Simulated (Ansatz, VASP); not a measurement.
**Ni in VASP and in Ansatz**

File INCAR:

```
SYSTEM = Ni
  PREC = Accurate
  ENCUT = 690
  EDIFF = 1E-6
  ISMEAR = -1
  SIGMA = 0.05
  LREAL = .False.
  LASPH = .True.
  NELM = 200
  ALGO = Normal
  ISIF = 2
  LWAVE = .False.
  LCHARG = .False.
  ISPIN = 2
  MAGMOM = 1.2
  LORBIT = 11
  NUPDOWN = 1.2
  LMAXMIX = 4
  GGA = PE
  NBANDS = 19
  GGA_COMPAT = .False.
```

KPOINTS

```
Automatic mesh
0
Gamma
  11 11 11
  0 0 0
```

POSCAR

```
Ni
1.0
    0.0000000000      1.7375729330      1.7375729330
    1.7375729330      0.0000000000      1.7375729330
    1.7375729330      1.7375729330      0.0000000000
Ni
1
Direct
    0.0000000000      0.0000000000      0.0000000000
```

The input input.yaml:

```yaml
crystal:
  lattice:
    - [0.0, 1.737572933, 1.737572933]
    - [1.737572933, 0.0, 1.737572933]
    - [1.737572933, 1.737572933, 0.0]
  atoms:
    - { symbol: Ni, position: [0.0, 0.0, 0.0], spin: 1.2 }
hamiltonian:
  xc: pbe
  pseudopotentials: { kind: paw }
magnetization:
  spin_polarized: true
  initial_magnetization: 1.2
  spin_locking: { lock_magnetization: hard }
kpoints:
  mp_grid: { grid: [11, 11, 11] }
scf:
  occupations: { method: fermi_dirac, width: 0.05 }
  lower_state_search: "off"
output:
  forces: true
  stress: true
  eigenvalues: true
```

Alike in both runs: task single point; functional PBE; k mesh 11 × 11 × 11; occupations fermi-dirac, width 0.05 eV; collinear spin; fixed moment 1.2 μB.

|  | VASP | Ansatz |
| --- | --- | --- |
| version | VASP 6.6.1 | Ansatz 0.2.0 |
| potentials or method | VASP PAW PBE potentials, release 64 (Ni_sv_GW) | Ansatz PAW |
| plane-wave cutoff (eV) | 690 | 420 |
| valence electrons in the cell | 18 | 18 |

|  | VASP | Ansatz | Ansatz less VASP |
| --- | --- | --- | --- |
| pressure (GPa) | 14.0 | 15.1 | +1.13 |
| net moment per atom (μB) | 1.20 | 1.20 | 0.000 |
| size of the moment on the site where the two differ most (μB) | 1.18 | 1.18 | -0.002 |

Site moments also hang on the region over which each program counts them.
